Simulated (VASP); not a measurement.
**C: single point with revPBE**

C:

```
C
1.0
     2.52077    0.00000    0.00000
    -1.26039    2.18305    0.00000
     0.00000    0.00000    4.19437
C
4
Direct
  0.33333 0.66667 0.06270
  0.66667 0.33333 0.56270
  0.33333 0.66667 0.43730
  0.66667 0.33333 0.93730
```

| Quantity | Value |
| --- | --- |
| Program | VASP 6.6.1 |
| Task | single point |
| Functional | revPBE |
| Potentials or basis | VASP PAW PBE potentials, release 64 (C) |
| Cutoff | 520 eV |
| k mesh | 8 × 8 × 4 |
| Occupations | fermi-dirac, width 0.05 eV |
| Spin | no spin polarisation |
| Dipole correction | no |
| Further INCAR settings | ALGO = Normal; EDIFF = 1e-06; NBANDS = 16 |

```
Pressure               : 0.5 GPa
Largest force          : 0.004 eV/Å
Band gap on the k mesh : 3.77 eV, indirect (least direct gap 4.94 eV)
```

Forces on the atoms (eV/Å):
```
C    0.000  0.000  0.004
C    0.000  0.000  0.004
C    0.000  0.000 -0.004
C    0.000  0.000 -0.004
```

Stress tensor (GPa, compression positive):
```
0.54 0.00 0.00
0.00 0.54 0.00
0.00 0.00 0.42
```

Levels at points of the mesh, in eV from the valence-band top:
| k point | band 4 | band 5 | band 6 | band 7 | band 8 | band 9 | band 10 | band 11 | band 12 | band 13 |
| --- | --- | --- | --- | --- | --- | --- | --- | --- | --- | --- |
| (0.00, 0.00, 0.00) | -3.04 | -3.04 | -0.46 | 0.00 | 0.00 | 4.94 | 4.94 | 5.31 | 7.87 | 9.44 |
| (0.50, 0.00, 0.00) | -9.93 | -9.13 | -6.37 | -5.83 | -3.09 | 4.44 | 8.11 | 8.24 | 8.32 | 10.67 |
| (0.00, 0.00, 0.50) | -6.96 | -1.82 | -1.82 | -1.82 | -1.82 | 7.20 | 7.20 | 7.20 | 7.20 | 7.52 |
| (0.50, 0.00, 0.50) | -12.85 | -5.02 | -5.02 | -4.75 | -4.75 | 5.83 | 5.83 | 6.43 | 6.43 | 12.38 |

Wall time 5 s on 1 thread of Intel(R) Xeon(R) 6975P-C (Granite Rapids), with other jobs on the host, peak memory 0.13 GiB.

Caveat: the PAW data sets were made with another functional, which shifts forces and pressure a little. A k mesh can miss the band edges.
